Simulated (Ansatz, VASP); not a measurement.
## Al2O3 in VASP and in Ansatz

```
Al O
1.0
     2.51236    1.45051    4.21858
    -2.51236    1.45051    4.21858
     0.00000   -2.90102    4.21858
Al O
4 6
Cartesian
  0.0000 0.0000 10.7843
  0.0000 0.0000 8.1993
  0.0000 0.0000 1.8714
  0.0000 0.0000 4.4565
  -0.9740 -1.4505 5.2732
  1.7432 -0.1183 5.2732
  -0.7692 1.5688 5.2732
  0.9740 1.4505 7.3825
  -1.7432 0.1183 7.3825
  0.7692 -1.5688 7.3825
```

Alike in both runs: task single point; functional PBE; k mesh 6 × 6 × 6; occupations gaussian, width 0.05 eV; no spin polarisation.

|  | VASP | Ansatz |
| --- | --- | --- |
| version | VASP 6.6.1 | Ansatz 0.2.0 |
| potentials or method | VASP PAW PBE potentials, release 64 (Al, O), cutoff 520 eV | scalar-relativistic, plane waves, PAW |
| valence electrons in the cell | 48 | 48 |

Ansatz gave:

| Property | Result |
| --- | --- |
| gap on the k mesh at the Fermi level (eV) | 4.59 |
| least direct gap on the mesh (eV) | 4.59 |
| pressure (GPa) | -11.2 |
| traceless stress, the component that is largest in VASP (GPa) | 19.26 |
| rms of the force components (eV/Å) | 0.223 |

Estimate VASP's values.

gap on the k mesh at the Fermi level (eV): 4.58; least direct gap on the mesh (eV): 4.58; pressure (GPa): -11.3; traceless stress, the component that is largest in VASP (GPa): 19.27; rms of the force components (eV/Å): 0.226.

Atom by atom the forces differ by 0.004 eV/Å (rms over components). With one functional, cell and mesh, what is left measures potentials, basis and numerics.
